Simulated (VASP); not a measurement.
HfN:

```
CELL_PARAMETERS angstrom
2.88044 0.00000 0.00000
0.00000 2.88044 0.00000
0.00000 0.00000 2.88044
ATOMIC_POSITIONS crystal
Hf 0.50000 0.50000 0.50000
N 0.00000 0.00000 0.00000
```

Base run:

```yaml
Program: VASP 6.6.1
Functional: BLYP
Potentials_or_basis: VASP PAW PBE potentials, release 64 (Hf_pv, N)
Cutoff: 520 eV
k_mesh: 9 × 9 × 9
Occupations: fermi-dirac, width 0.05 eV
Spin: no spin polarisation
```

Its results: band gap on the k mesh zero (an odd number of electrons rules out a gap without spin polarisation); pressure -5.9 GPa.

Problem. The run is repeated on the same cell with these changes: functional from BLYP to PBE0; k mesh from 9 × 9 × 9 to 5 × 5 × 5. What comes out?

Solution. Band gap on the k mesh zero (an odd number of electrons rules out a gap without spin polarisation); pressure -22.6 GPa.

Several settings changed at once.

Caveats: some runs use coarse meshes; the PAW data sets were made with another functional, which shifts forces and pressure a little; spin-orbit coupling is left out, which moves the levels of the heavy elements; the cell stands under tension (at least some runs).
